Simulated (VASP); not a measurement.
The system is Ge.

```
CELL_PARAMETERS angstrom
0.00000 2.28239 2.46995
1.81417 0.00000 2.46995
1.81417 2.28239 0.00000
ATOMIC_POSITIONS crystal
Ge 0.00000 0.00000 0.00000
```

| Property | Result |
| --- | --- |
| Program | VASP 6.6.1 |
| Task | relaxation of cell and atoms |
| Functional | PBE |
| Potentials or basis | VASP PAW PBE potentials, release 64 (Ge_d) |
| Cutoff | 600 eV |
| k mesh | 22 × 22 × 22 |
| Occupations | gaussian, width 0.1 eV |
| Spin | no spin polarisation |

At the start: pressure -3.1 GPa; volume 20.45 Å³/atom.

**Question.** Where does the relaxation end?

**Answer.** Over 18 steps the energy falls by 19.1 meV/atom and the volume is 19.37 Å³/atom (-5.3 %); space group Fmmm (No. 69, to 0.1 Å) before, I4/mmm (No. 139, to 0.1 Å).

Step by step:
```
step  energy change (eV)  largest force (eV/Å)  pressure (GPa)  volume (Å³)
   1              0.0000                0.0000           -3.09        20.45
   2             -0.0121                0.0000            0.04        19.31
   3             -0.0120                0.0000            0.22        19.28
   4             -0.0130                0.0000            0.26        19.28
   5             -0.0154                0.0000            0.41        19.26
   6             -0.0180                0.0000            0.74        19.21
   7             -0.0184                0.0000           -0.45        19.55
   8             -0.0185                0.0000           -0.06        19.42
   9             -0.0185                0.0000           -0.01        19.41
  10             -0.0186                0.0000           -0.03        19.41
  11             -0.0187                0.0000           -0.02        19.41
  12             -0.0189                0.0000           -0.02        19.40
  13             -0.0191                0.0000            0.06        19.37
  14             -0.0191                0.0000           -0.04        19.38
  15             -0.0191                0.0000           -0.06        19.38
  16             -0.0190                0.0000            0.34        19.27
  17             -0.0191                0.0000            0.05        19.36
  18             -0.0191                0.0000           -0.01        19.37
```

Final structure:
```
CELL_PARAMETERS angstrom
0.00000 2.26881 2.26705
1.88270 0.00000 2.26705
1.88270 2.26881 0.00000
ATOMIC_POSITIONS crystal
Ge 0.00000 0.00000 0.00000
```
